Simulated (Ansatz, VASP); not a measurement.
## CoO, level by level in two programs

```
CELL_PARAMETERS angstrom
2.85630 0.00000 0.00000
-1.42815 2.47363 0.00000
0.00000 0.00000 2.78761
ATOMIC_POSITIONS crystal
Co 0.00000 0.00000 0.00000
O 0.66667 0.33333 0.50000
```

Single points on this cell with VASP 6.6.1 and Ansatz 0.2.0. Each row is one pair of runs. Alike in all rows: Ansatz's potentials, cutoff: Ansatz PAW, 420 eV.

```csv
level,spin,k mesh,smearing,"VASP's potentials, cutoff","gap on the k mesh at the Fermi level (eV), VASP","gap on the k mesh at the Fermi level (eV), Ansatz","pressure (GPa), VASP","pressure (GPa), Ansatz"
PBE,"collinear, typed start",11 × 11 × 10,"fermi-dirac, width 0.05 eV","VASP PAW PBE potentials, release 64 (Co_sv, O_h), 1340 eV",none,none,-8.6,-7.8
PBE,"collinear, typed start",8 × 8 × 7,"gaussian, width 0.05 eV","VASP PAW PBE potentials, release 64 (Co_sv, O), 700 eV",none,none,-8.9,-8.0
PBE,off,11 × 11 × 10,"fermi-dirac, width 0.05 eV","VASP PAW PBE potentials, release 64 (Co_sv, O), 700 eV",none,none,-20.0,-19.0
```

Pressure (GPa): the two programs differ by at most 0.99.

A gap of «none» marks a metal or a gap that the smearing closes.
